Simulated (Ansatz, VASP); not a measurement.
**Sn4SeS3: VASP beside Ansatz**

```
Sn Se S
1.0
    12.01838   -2.05989    0.00000
    12.01838    2.05989    0.00000
    -0.72725    0.00000    4.27774
Sn Se S
4 1 3
Direct
  0.94255 0.94255 0.82411
  0.56661 0.56661 0.38474
  0.68998 0.68998 0.01045
  0.31186 0.31186 0.62480
  0.45125 0.45125 0.36665
  0.05288 0.05288 0.96650
  0.20260 0.20260 0.61762
  0.79892 0.79892 0.20514
```

Alike in both runs: functional PBE; k mesh 8 × 8 × 6; occupations gaussian, width 0.02 eV; no spin polarisation.

Ansatz relaxed the structure, and its values are those at the end. VASP's run is a single point on that final structure, the one shown.

|  | VASP | Ansatz |
| --- | --- | --- |
| version | VASP 6.6.1 | Ansatz 0.2.0 |
| potentials or method | VASP PAW PBE potentials, release 64 (Sn_d, Se, S), cutoff 520 eV | scalar-relativistic, plane waves, PAW |
| valence electrons in the cell | 80 | 90 |

|  | VASP | Ansatz | Ansatz less VASP |
| --- | --- | --- | --- |
| gap on the k mesh at the Fermi level (eV) | 0.62 | 0.63 | +0.008 |
| least direct gap on the mesh (eV) | 1.03 | 1.03 | +0.006 |
| pressure (GPa) | 0.0 | 0.0 | +0.03 |
| rms of the force components (eV/Å) | 0.003 | 0.002 | -0.0017 |

The functional is the same, so the differences come from potentials, cutoffs and numerics. VASP's potentials hold 80 valence electrons a cell and Ansatz's 90, so a difference there can come from the potentials and not from the codes.
